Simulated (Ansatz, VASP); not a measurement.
# One calculation of Sb, two programs

The input INCAR:

```
SYSTEM = Sb
PREC = Accurate ; ENCUT = 520
EDIFF = 1E-8 ; ISMEAR = -1
SIGMA = 0.03 ; LREAL = .False.
LASPH = .True. ; NELM = 60
ALGO = Normal ; ISIF = 2
LWAVE = .False. ; LCHARG = .False.
LEFG = .True. ; NBANDS = 12
```

Contents of KPOINTS:

```
regular mesh
0
Gamma
  12 12 7
  0 0 0
```

POSCAR

```
Sb
1.0
    3.3463887588      0.0000000000      0.0000000000
   -1.6731943794      2.8980576760      0.0000000000
    0.0000000000      0.0000000000      5.2942271101
Sb
2
Direct
    0.3333333333      0.6666666667      0.2500000000
    0.6666666667      0.3333333333      0.7500000000
```

Input for Ansatz:

```yaml
crystal:
  lattice:
    - [3.3463887588, 0.0, 0.0]
    - [-1.6731943794, 2.898057676, 0.0]
    - [0.0, 0.0, 5.2942271101]
  atoms:
    - { symbol: Sb, position: [0.3333333333, 0.6666666667, 0.25] }
    - { symbol: Sb, position: [0.6666666667, 0.3333333333, 0.75] }
kpoints:
  mp_grid: { grid: [12, 12, 7] }
scf:
  occupations: { method: fermi_dirac, width: 0.03 }
hamiltonian:
  xc: lda
  pseudopotentials: { kind: paw }
output:
  forces: true
  stress: true
  eigenvalues: true
  efg: { contact_densities: true }
  write_density: true
  write_potential: true
  elf: true
  volumetric_format: npy
```

Change from the starting cell: volume scaled by 0.98, PAW files.

Alike in both runs: task electric field gradients; functional LDA; k mesh 12 × 12 × 7; occupations fermi-dirac, width 0.03 eV; no spin polarisation.

|  | VASP | Ansatz |
| --- | --- | --- |
| version | VASP 6.6.1 | Ansatz 0.2.0 |
| potentials or method | VASP PAW LDA potentials, release 64 (Sb) | PAW with Ansatz's default frozen-core files, scalar-relativistic |
| plane-wave cutoff (eV) | 520 | 420 |
| valence electrons in the cell | 10 | 30 |

```tsv
	VASP	Ansatz	Ansatz less VASP
pressure (GPa)	0.2	0.0	-0.13
traceless stress, the component that is largest in VASP (GPa)	-1.07	-1.07	+0.001
size of Vzz on the site where it differs most (V/Å²)	23.2	25.6	+2.31
```

LDA's correlation is that of Perdew and Zunger in VASP and of Perdew and Wang (1992) in Ansatz. VASP's potentials hold 10 valence electrons a cell and Ansatz's 30, so a difference there can come from the potentials and not from the codes.

Neither program's run includes spin-orbit coupling.
